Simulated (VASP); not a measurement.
A run of VASP 6.6.1 is set up as follows.

INCAR

```
PREC = Accurate
ENCUT = 520
EDIFF = 1E-6
ISMEAR = -1
SIGMA = 0.05
LREAL = False
LASPH = True
NELM = 80
ALGO = Normal
ISIF = 2
LWAVE = False
LCHARG = True
GGA = B5
ALDAX = 1.0
AGGAX = 1.0
AGGAC = 1.0
ALDAC = 0.0
LELF = True
LVHAR = True
NBANDS = 15
```

The input KPOINTS:

```
Automatic mesh
0
Gamma
  11 11 11
```

Contents of POSCAR:

```
TiC
1.0
    0.0000000000      2.1942184125      2.1942184125
    2.1942184125      0.0000000000      2.1942184125
    2.1942184125      2.1942184125      0.0000000000
Ti C
1 1
Direct
    0.0000000000      0.0000000000      0.0000000000
    0.5000000000      0.5000000000      0.5000000000
```

Potentials or basis: VASP PAW PBE potentials, release 64 (Ti_sv, C).

Launch:

```console
$ cat potpaw_PBE.64/Ti_sv/POTCAR potpaw_PBE.64/C/POTCAR > POTCAR
$ mpirun -np 1 vasp_std > vasp.out
```

Q: Predict the pressure.

A: -0.8 GPa.

Q: Predict the band gap on the k mesh.

A: Zero (band 8 reaches 10.05 eV, above the bottom of band 9 at 8.99 eV).

Caveat: the PAW data sets were made with another functional, which shifts forces and pressure a little.
